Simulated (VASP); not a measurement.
# Cr (Im-3m) in VASP: single point with r2SCAN

Aim: the single point of Cr with r2SCAN.

Everything below comes from runs of VASP 6.6.1. Logs are shortened: lines on timing, memory, paths and dates and some standing lists are left out, and cuts for length are marked.

## Step 1: The cell of the first run

The structure is cubic, space group Im-3m (No. 229). Conventional cell: a = 2.884 Å, b = 2.884 Å, c = 2.884 Å, α = 90.00°, β = 90.00°, γ = 90.00°. Cr (site symmetry m-3m) has 14 Cr at 2.50 to 2.88 Å within 3.3 Å.

## Step 2: Single point, r2SCAN

POSCAR

```
Cr
1.0
    0.0000000000      2.8839000000      2.8839000000
    2.8839000000      0.0000000000      2.8839000000
    2.8839000000      2.8839000000      0.0000000000
Cr
4
Direct
    0.0000000000      0.0000000000      0.0000000000
    0.2500000000      0.2500000000      0.2500000000
    0.5000000000      0.5000000000      0.5000000000
    0.7500000000      0.7500000000      0.7500000000
```

INCAR.step1

```
SYSTEM = Cr
ALGO     = Normal         ! electronic algorithm
EDIFF    = 1E-4           ! SCF threshold, eV
ENCUT    = 520            ! plane-wave cutoff, eV
GGA      = PE             ! functional
ISMEAR   = -1             ! smearing method
LASPH    = .TRUE.         ! aspherical terms in the spheres
LCHARG   = .FALSE.        ! write CHGCAR
LREAL    = .FALSE.        ! projectors in reciprocal space
LWAVE    = .TRUE.         ! write WAVECAR
NBANDS   = 32             ! bands
NELM     = 60             ! most SCF steps
PREC     = Accurate       ! precision mode
SIGMA    = 0.08           ! smearing width, eV
```

INCAR.step2

```
SYSTEM = Cr
ALGO     = Normal         ! electronic algorithm
EDIFF    = 1E-6           ! SCF threshold, eV
ENCUT    = 520            ! plane-wave cutoff, eV
ISIF     = 2              ! what is computed and relaxed
ISMEAR   = -1             ! smearing method
ISTART   = 1            
LASPH    = .TRUE.         ! aspherical terms in the spheres
LCHARG   = .FALSE.        ! write CHGCAR
LMIXTAU  = .TRUE.       
LREAL    = .FALSE.        ! projectors in reciprocal space
LWAVE    = .FALSE.        ! write WAVECAR
METAGGA  = R2SCAN         ! meta-GGA
NBANDS   = 32             ! bands
NELM     = 60             ! most SCF steps
PREC     = Accurate       ! precision mode
SIGMA    = 0.08           ! smearing width, eV
```

KPOINTS

```
k-points
0
G
  9 9 9
  0 0 0
```

Potentials or basis: VASP PAW PBE potentials, release 64 (Cr_pv).

On the command line:

```sh
> cat potpaw_PBE.64/Cr_pv/POTCAR > POTCAR
> cp INCAR.step1 INCAR
> mpirun -np 1 vasp_std > vasp.out
> cp INCAR.step2 INCAR
> mpirun -np 1 vasp_std > vasp.out
```

OUTCAR:

```text
SYSTEM = Cr
   EDIFF = 1E-6
   ENCUT = 520
   ISIF = 2
   ISMEAR = -1
   ISTART = 1
   LASPH = .TRUE.
   LREAL = .FALSE.
   METAGGA = R2SCAN
   NELM = 60
   PREC = Accurate

 ion  position               nearest neighbor table
   1  0.000  0.000  0.000-   4 2.50   4 2.50   4 2.50   2 2.50   4 2.50   2 2.50   2 2.50   2 2.50
                             3 2.88   3 2.88   3 2.88   3 2.88   3 2.88   3 2.88
   2  0.250  0.250  0.250-   1 2.50   1 2.50   1 2.50   1 2.50   3 2.50   3 2.50   3 2.50   3 2.50
                             4 2.88   4 2.88   4 2.88   4 2.88   4 2.88   4 2.88
   3  0.500  0.500  0.500-   2 2.50   2 2.50   2 2.50   2 2.50   4 2.50   4 2.50   4 2.50   4 2.50
                             1 2.88   1 2.88   1 2.88   1 2.88   1 2.88   1 2.88
   4  0.750  0.750  0.750-   3 2.50   3 2.50   3 2.50   1 2.50   3 2.50   1 2.50   1 2.50   1 2.50
                             2 2.88   2 2.88   2 2.88   2 2.88   2 2.88   2 2.88

  LATTYP: Found a face centered cubic cell.
 ALAT       =     5.7678000000

  Lattice vectors:

 A1 = (   0.0000000000,   2.8839000000,   2.8839000000)
 A2 = (   2.8839000000,   0.0000000000,   2.8839000000)
 A3 = (   2.8839000000,   2.8839000000,   0.0000000000)

Analysis of symmetry for initial positions (statically):
=====================================================================
 Subroutine PRICEL returns following result:

  LATTYP: Found a body centered cubic cell.
 ALAT       =     2.8839000000

  Lattice vectors:

 A1 = (  -1.4419500000,  -1.4419500000,  -1.4419500000)
 A2 = (   1.4419500000,  -1.4419500000,   1.4419500000)
 A3 = (  -1.4419500000,   1.4419500000,   1.4419500000)

   4 primitive cells build up your supercell.

 Routine SETGRP: Setting up the symmetry group for a
 face centered cubic supercell.

 Subroutine GETGRP returns: Found 48 space group operations
 (whereof 48 operations were pure point group operations)
 out of a pool of 48 trial point group operations.

The static configuration has the point symmetry O_h .

Analysis of symmetry for dynamics (positions and initial velocities):
=====================================================================
 Subroutine PRICEL returns following result:

  LATTYP: Found a body centered cubic cell.
 ALAT       =     2.8839000000

  Lattice vectors:

 A1 = (  -1.4419500000,  -1.4419500000,  -1.4419500000)
 A2 = (   1.4419500000,  -1.4419500000,   1.4419500000)
 A3 = (  -1.4419500000,   1.4419500000,   1.4419500000)

   4 primitive cells build up your supercell.

 Routine SETGRP: Setting up the symmetry group for a
 face centered cubic supercell.

 Subroutine GETGRP returns: Found 48 space group operations
 (whereof 48 operations were pure point group operations)
 out of a pool of 48 trial point group operations.

The dynamic configuration has the point symmetry O_h .

 Subroutine INISYM returns: Found 48 space group operations
 (whereof 48 operations are pure point group operations),
 and found     4 'primitive' translations

----------------------------------------------------------------------------------------

                                     Primitive cell

  volume of cell :      11.9925

  direct lattice vectors                    reciprocal lattice vectors
    -1.441950000 -1.441950000 -1.441950000    -0.346752661 -0.346752661  0.000000000
     1.441950000 -1.441950000  1.441950000     0.000000000 -0.346752661  0.346752661
    -1.441950000  1.441950000  1.441950000    -0.346752661  0.000000000  0.346752661

  length of vectors
     2.497530662  2.497530662  2.497530662     0.490382316  0.490382316  0.490382316

  position of ions in fractional coordinates (direct lattice)
     0.000000000  0.000000000  0.000000000

  ion indices of the primitive-cell ions
   primitive index   ion index
                 1           1

----------------------------------------------------------------------------------------

 KPOINTS: k-points

Automatic generation of k-mesh.
 Grid dimensions read from file:
 generate k-points for:    9    9    9

 Generating k-lattice:

  Cartesian coordinates                     Fractional coordinates (reciprocal lattice)
    -0.019264037  0.019264037  0.019264037     0.111111111  0.000000000  0.000000000
     0.019264037 -0.019264037  0.019264037     0.000000000  0.111111111  0.000000000
     0.019264037  0.019264037 -0.019264037     0.000000000  0.000000000  0.111111111

  Length of vectors
     0.033366290  0.033366290  0.033366290

  Shift w.r.t. Gamma in fractional coordinates (k-lattice)
     0.000000000  0.000000000  0.000000000

 Subroutine IBZKPT returns following result:
 ===========================================

 Found     35 irreducible k-points:

 Following reciprocal coordinates:
            Coordinates               Weight
  0.000000  0.000000  0.000000      1.000000
  0.111111  0.000000  0.000000      8.000000
  0.222222  0.000000  0.000000      8.000000
  0.333333  0.000000  0.000000      8.000000
  0.444444  0.000000  0.000000      8.000000
  0.111111  0.111111  0.000000      6.000000
[... 16 lines left out ...]
 -0.333333  0.333333  0.000000     12.000000
  0.444444  0.444444  0.000000      6.000000
 [... further k-points ...]
   k-points           NKPTS =     35   k-points in BZ     NKDIM =     35   number of bands    NBANDS=     32
   number of dos      NEDOS =    301   number of ions     NIONS =      4
   total plane-waves  NPLWV =  27000
   dimension x,y,z NGX =    30 NGY =   30 NGZ =   30
   dimension x,y,z NGXF=    60 NGYF=   60 NGZF=   60
   ions per type =               4
   NGX,Y,Z   is equivalent  to a cutoff of  12.23, 12.23, 12.23 a.u.
   NGXF,Y,Z  is equivalent  to a cutoff of  24.46, 24.46, 24.46 a.u.
 SYSTEM =  Cr
   PREC   = accura    normal or accurate (medium, high low for compatibility)
   ISTART =      1    job   : 0-new  1-cont  2-samecut
   ICHARG =      0    charge: 1-file 2-atom 10-const
   ISPIN  =      1    spin polarized calculation?
   LNONCOLLINEAR =      F non collinear calculations
   LSORBIT =      F    spin-orbit coupling
   LASPH  =      T    aspherical Exc in radial PAW
   ENCUT  =  520.0 eV  38.22 Ry    6.18 a.u.   7.58  7.58  7.58*2*pi/ulx,y,z
   NELM   =     60;   NELMIN=  2; NELMDL=  0     # of ELM steps
   EDIFF  = 0.1E-05   stopping-criterion for ELM
   LREAL  =      F    real-space projection
   EDIFFG = 0.1E-04   stopping-criterion for IOM
   NSW    =      0    number of steps for IOM
   IBRION =     -1    ionic relax: 0-MD 1-quasi-New 2-CG
   NFREE  =      0    steps in history (QN), initial steepest desc. (CG)
   ISIF   =      2    stress and relaxation
   ISYM   =      2    0-nonsym 1-usesym 2-fastsym
   POTIM  = 0.5000    time-step for ionic-motion
   TEBEG  =    0.0;   TEEND  =   0.0 temperature during run
   PSTRESS=    0.0 pullay stress
   NELECT =      48.0000    total number of electrons
   NUPDOWN=      -1.0000    fix difference up-down
   EMIN   =  10.00;   EMAX   =-10.00  energy-range for DOS
   EFERMI =   0.00;   METHOD = LEGACY
   ISMEAR =    -1;   SIGMA  =   0.08  broadening in eV -4-tet -1-fermi 0-gaus
   EFERMI_NEDOS =   21; number of points for ismear=-14 and -15
   IALGO  =     38    algorithm
   IMIX   =      4    mixing-type and parameters
     AMIX     =   0.40;   BMIX     =  1.00
     AMIX_MAG =   1.60;   BMIX_MAG =  1.00
  volume/ion in A,a.u.               =      11.99        80.93
  Fermi-wavevector in a.u.,A,eV,Ry     =   1.637439  3.094310 36.480015  2.681205
  Thomas-Fermi vector in A             =   2.728578
   LORBIT       =      0    0 simple, 1 ext, 2 COOP (PROOUT), +10 PAW based schemes
   METAGGA = R2SCAN    functional components
   LHFCALC =     F    Hartree Fock is set to
   AEXX    =    0.0000 exact exchange contribution
   IVDW    =     0    specifies the selected vdW correction
   LEPSILON=     F    determine dielectric tensor
   LRPA    =     F    only Hartree local field effects (RPA)
 non-spin polarized calculation
  energy-cutoff  :      520.00
  volume of cell :       47.97
 maximum number of plane-waves:      1311
   NGX = 15   NGY = 15   NGZ = 15

 number of electron      48.0000010 magnetization

 Free energy of the ion-electron system (eV)
  ---------------------------------------------------
  ext. energy  EPLUGINS =         0.00000000
  ---------------------------------------------------
  free energy    TOTEN  =       -59.13637440 eV

  energy without entropy =      -59.08250889  energy(sigma->0) =      -59.10944164

 E-fermi :  10.3480     XC(G=0): -14.7420

 val. band max:       10.3331489949   @ k =  -0.2222   0.1111   0.0000
 cond. band min:      10.3874592488   @ k =   0.3333   0.1111   0.0000
 fundamental gap:      0.0543102539
 Fermi energy:        10.3479912681

 k-point     1 :       0.0000    0.0000    0.0000
  band No.  band energies     occupation
      1     -34.5983      2.00000
      2     -34.5983      2.00000
      3     -34.5982      2.00000
      4     -34.4328      2.00000
      5     -34.4328      2.00000
      6     -34.4328      2.00000
[... 24 lines left out ...]
     31      12.7387      0.00000
     32      12.7387      0.00000

 k-point     2 :       0.1111    0.0000    0.0000
  band No.  band energies     occupation
      1     -34.6016      2.00000
      2     -34.6016      2.00000
      3     -34.5696      2.00000
      4     -34.5647      2.00000
      5     -34.5018      2.00000
      6     -34.5018      2.00000
[... 24 lines left out ...]
     31      12.2960      0.00000
     32      12.6615      0.00000

 k-point     3 :       0.2222    0.0000    0.0000
  band No.  band energies     occupation
      1     -34.6612      2.00000
      2     -34.6101      2.00000
      3     -34.6101      2.00000
      4     -34.5575      2.00000
      5     -34.5575      2.00000
      6     -34.4728      2.00000
[... 24 lines left out ...]
     31      12.0194      0.00000
     32      12.4575      0.00000

 k-point     4 :       0.3333    0.0000    0.0000
  band No.  band energies     occupation
      1     -34.6825      2.00000
      2     -34.6196      2.00000
      3     -34.6195      2.00000
      4     -34.5965      2.00000
      5     -34.5964      2.00000
      6     -34.3475      2.00000
[... 24 lines left out ...]
     31      11.9070      0.00000
     32      12.1965      0.00000

 k-point     5 :       0.4444    0.0000    0.0000
  band No.  band energies     occupation
      1     -34.6255      2.00000
      2     -34.6241      2.00000
      3     -34.6241      2.00000
      4     -34.6179      2.00000
      5     -34.6179      2.00000
      6     -34.5013      2.00000
[... 584 lines left out ...]
     31      12.0534      0.00000
     32      12.3083      0.00000

 k-point    22 :      -0.4444    0.3333    0.0000
  band No.  band energies     occupation
      1     -34.8267      2.00000
      2     -34.7648      2.00000
      3     -34.6274      2.00000
      4     -34.5457      2.00000
      5     -34.3662      2.00000
      6     -34.3282      2.00000
[... 24 lines left out ...]
     31      12.0012      0.00000
     32      12.6349      0.00000

 k-point    23 :      -0.3333    0.3333    0.0000
  band No.  band energies     occupation
      1     -34.7981      2.00000
      2     -34.6587      2.00000
      3     -34.6587      2.00000
      4     -34.6582      2.00000
      5     -34.3619      2.00000
      6     -34.3306      2.00000
[... 24 lines left out ...]
     31      12.0862      0.00000
     32      12.0862      0.00000

 k-point    24 :       0.4444    0.4444    0.0000
  band No.  band energies     occupation
      1     -34.8571      2.00000
      2     -34.8571      2.00000
      3     -34.5103      2.00000
      4     -34.4101      2.00000
      5     -34.3475      2.00000
      6     -34.3475      2.00000
[... 24 lines left out ...]
     31      12.0651      0.00000
     32      12.0651      0.00000

 [... further k-points ...]
[... 5 lines left out ...]
  --------------------------------------------------------------------------------------
  -------------------------------------------------------------------------------------
  Total       -4.0371510     -4.0371510     -4.0371510      0.0000000      0.0000000      0.0000000
  in kB     -134.8388331   -134.8388331   -134.8388331      0.0000000      0.0000000      0.0000000
  external PRESSURE =    -134.8388331 kB  Pullay stress =       0.0000000 kB

 VOLUME and BASIS-vectors are now :
 -----------------------------------------------------------------------------
  energy-cutoff  :      520.00
  volume of cell :       47.97
      direct lattice vectors                 reciprocal lattice vectors
     0.000000000  2.883900000  2.883900000    -0.173376331  0.173376331  0.173376331
     2.883900000  0.000000000  2.883900000     0.173376331 -0.173376331  0.173376331
     2.883900000  2.883900000  0.000000000     0.173376331  0.173376331 -0.173376331

 POSITION                                       TOTAL-FORCE (eV/Angst)
 -----------------------------------------------------------------------------------
      0.00000      0.00000      0.00000         0.000000     -0.000000      0.000000
      1.44195      1.44195      1.44195         0.000000     -0.000000     -0.000000
      2.88390      2.88390      2.88390        -0.000000      0.000000     -0.000000
      4.32585      4.32585      4.32585        -0.000000      0.000000      0.000000
 -----------------------------------------------------------------------------------
    total drift:                                0.000000     -0.000000     -0.000000

  FREE ENERGIE OF THE ION-ELECTRON SYSTEM (eV)
  ---------------------------------------------------
  free  energy   TOTEN  =       -59.1363743966 eV

  energy  without entropy=      -59.0825088933  energy(sigma->0) =      -59.10944164
```

Run time: 3.2 min. Hardware: 1 thread of Intel Xeon Platinum 8488C (Sapphire Rapids), shared host; peak memory 0.19 GiB.

What came out:

* Free energy: -59.1364 eV
* Pressure: -13.5 GPa
* Band gap on the k mesh: zero (band 24 reaches 10.39 eV, above the bottom of band 25 at 10.22 eV)

Levels at points of the mesh, in eV from the Fermi level:
```
           k point  band 20  band 21  band 22  band 23  band 24  band 25  band 26  band 27  band 28  band 29
(0.00, 0.00, 0.00)    -2.38    -2.38    -0.89    -0.89    -0.89     1.39     1.39     1.78     1.78     1.78
```

Caveat: the PAW data sets were made with another functional, which shifts forces and pressure a little; the run has no spin polarisation, though such a crystal can be magnetic.
